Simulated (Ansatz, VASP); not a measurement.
BaTiO3: VASP beside Ansatz

```
CELL_PARAMETERS angstrom
2.85594 1.64888 2.31773
-2.85594 1.64888 2.31773
0.00000 -3.29776 2.31773
ATOMIC_POSITIONS crystal
Ba 0.00000 0.00000 0.00000
Ti 0.51400 0.51400 0.51400
O 0.49160 0.49160 0.98150
O 0.49160 0.98150 0.49160
O 0.98150 0.49160 0.49160
```

Change from the starting cell: equal xx and yy strain of +1 %, PAW files.

Alike in both runs: task electric field gradients; functional PBE; k mesh 9 × 9 × 9; occupations fermi-dirac, width 0.05 eV; no spin polarisation.

```csv
,VASP,Ansatz
version,VASP 6.6.1,Ansatz 0.2.0
potentials or method,"VASP PAW PBE potentials, release 64 (Ba_sv, Ti_sv, O)","PAW with Ansatz's default frozen-core files, scalar-relativistic"
plane-wave cutoff (eV),520,420
valence electrons in the cell,40,40
```

```csv
,VASP,Ansatz,Ansatz less VASP
gap on the k mesh at the Fermi level (eV),2.33,2.38,+0.051
pressure (GPa),3.2,1.5,-1.68
"traceless stress, the component that is largest in VASP (GPa)",1.43,1.43,0.000
rms of the force components (eV/Å),0.041,0.053,+0.0115
size of Vzz on the site where it differs most (V/Å²),22.0,22.9,+0.88
```

Atom by atom the forces differ by 0.027 eV/Å (rms over components). With one functional, cell and mesh, what is left measures potentials, basis and numerics.

Spin-orbit coupling is off throughout.
